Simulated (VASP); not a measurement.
Mg12H (a cell with a defect): single point with PBE

The system is Mg12H (a cell with a defect).

```
Mg H
1.0
     6.42000    0.00000    0.00000
    -4.81500    8.33982    0.00000
     0.00000    0.00000    5.21304
Mg H
12 1
Cartesian
  0.0773 0.5776 0.3104
  0.2830 1.9556 2.5878
  -1.5024 2.8985 0.1041
  -1.8510 4.9785 2.3190
  -3.4334 5.8344 -0.4829
  -2.9727 7.2902 2.3217
  2.9997 0.3188 -0.2262
  3.3792 2.0912 2.4466
  1.6077 3.0181 -0.2765
  1.3527 4.9811 2.0176
  -0.1802 5.6283 -0.3099
  -0.1344 7.8044 2.9825
  -1.3772 6.3795 1.0604
```

```json
{
  "Program": "VASP 6.6.1",
  "Task": "single point",
  "Functional": "PBE",
  "Potentials or basis": "VASP PAW PBE potentials, release 64 (Mg, H)",
  "Cutoff": "520 eV",
  "k mesh": "2 × 2 × 2",
  "Occupations": "fermi-dirac, width 0.05 eV",
  "Spin": "no spin polarisation",
  "Dipole correction": "no",
  "Further INCAR settings": "ALGO = Normal; EDIFF = 1e-06; NBANDS = 24"
}
```

```yaml
Pressure: 2.2 GPa
Largest_force: 1.718 eV/Å
```

Forces on the atoms (eV/Å):
```
Mg  -0.380 -1.317 -0.862
Mg  -0.171  0.394  0.744
Mg  -0.271  0.316 -0.622
Mg   0.629 -1.298  0.306
Mg   0.012 -0.106  0.217
Mg  -0.761  1.536 -0.122
Mg   0.036  0.006  0.438
Mg  -0.337  0.054  0.166
Mg   0.352  0.305  0.007
Mg   0.291 -0.187  0.820
Mg  -0.128  0.141 -0.422
Mg   0.975 -0.234 -0.807
H   -0.247  0.390  0.136
```

Stress tensor (GPa, compression positive):
```
-0.43 -0.53 -0.67
-0.53  2.60  0.00
-0.67  0.00  4.41
```

Levels at points of the mesh, in eV from the Fermi level:
| k point | band 9 | band 10 | band 11 | band 12 | band 13 | band 14 | band 15 | band 16 |
| --- | --- | --- | --- | --- | --- | --- | --- | --- |
| (0.00, 0.00, 0.00) | -1.15 | -0.62 | -0.13 | 0.09 | 0.55 | 0.70 | 0.85 | 1.51 |
| (0.50, 0.00, 0.00) | -0.31 | -0.28 | -0.21 | -0.05 | 0.03 | 0.24 | 0.40 | 0.66 |
| (0.00, 0.50, 0.00) | -1.64 | -1.05 | -0.65 | -0.57 | -0.05 | 0.09 | 1.26 | 1.88 |
| (0.50, 0.50, 0.00) | -0.31 | -0.26 | 0.24 | 0.73 | 0.83 | 1.05 | 1.09 | 1.13 |
| (0.00, 0.00, 0.50) | -1.58 | -1.57 | -1.19 | -0.94 | -0.49 | -0.31 | 0.71 | 1.30 |
| (0.50, 0.00, 0.50) | -1.25 | -0.68 | -0.56 | -0.46 | 0.22 | 0.96 | 1.13 | 1.17 |
| (0.00, 0.50, 0.50) | -1.42 | -1.06 | -0.92 | -0.81 | -0.43 | -0.33 | -0.26 | -0.23 |
| (0.50, 0.50, 0.50) | -2.22 | -1.91 | -1.75 | -1.57 | 1.15 | 2.28 | 2.37 | 2.43 |

Wall time 84 s on 1 thread of Intel Xeon 6975P-C, on a shared host, peak memory 0.37 GiB.

Caveat: the k points lie up to 0.60 Å⁻¹ apart.
